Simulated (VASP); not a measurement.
TaS2: electric field gradients with LDA

Crystal: TaS2.

```xyz
3
Lattice="3.3500 0.0000 0.0000 -1.6750 2.9012 0.0000 0.0000 0.0000 5.9772" Properties=species:S:1:pos:R:3 pbc="T T T"
Ta    0.0000    0.0000    0.0000
S     0.0000    1.9341    1.4943
S     1.6750    0.9671    4.4829
```

This cell differs from its parent crystal: zz strain of +2 %.

```json
{
  "Program": "VASP 6.6.1",
  "Task": "electric field gradients",
  "Functional": "LDA",
  "Potentials or basis": "VASP PAW LDA potentials, release 64 (Ta_pv, S)",
  "Cutoff": "400 eV",
  "k mesh": "9 × 9 × 5",
  "Occupations": "fermi-dirac, width 0.03 eV",
  "Spin": "no spin polarisation",
  "Dipole correction": "no",
  "Further INCAR settings": "ALGO = Normal; EDIFF = 1e-08; NBANDS = 18"
}
```

- Pressure: -1.0 GPa
- Largest force: 0.371 eV/Å

Forces in eV/Å, atoms in the order of the input:
```
Ta   0.000  0.000  0.000
S    0.000  0.000  0.371
S    0.000  0.000 -0.371
```

Stress tensor (GPa, compression positive):
```
-2.15  0.00  0.00
 0.00 -2.15  0.00
 0.00  0.00  1.15
```

Levels at points of the mesh, in eV from the Fermi level:
```
           k point  band 8  band 9  band 10  band 11  band 12  band 13  band 14  band 15
(0.00, 0.00, 0.00)   -4.01   -1.33    -0.63    -0.63     0.07     0.07     0.15     4.04
```

Electric field gradients, principal values (V/Å²):
```tsv
atom	least	middle	greatest (by size)
1 Ta	72.986	72.987	-145.973
2 S	7.259	7.259	-14.518
3 S	7.259	7.259	-14.518
```

Run time: 30 s on 1 thread of Intel(R) Xeon(R) Platinum 8259CL CPU @ 2.50GHz (Skylake/Cascade Lake), on a shared host, peak memory 0.16 GiB.

Caveat: the cell differs from its parent crystal (zz strain of +2 %); without QUAD_EFG the Cq values of the log hold for a quadrupole moment of 1 mb, not for the nuclei; spin-orbit coupling is left out, which moves the levels of the heavy elements.
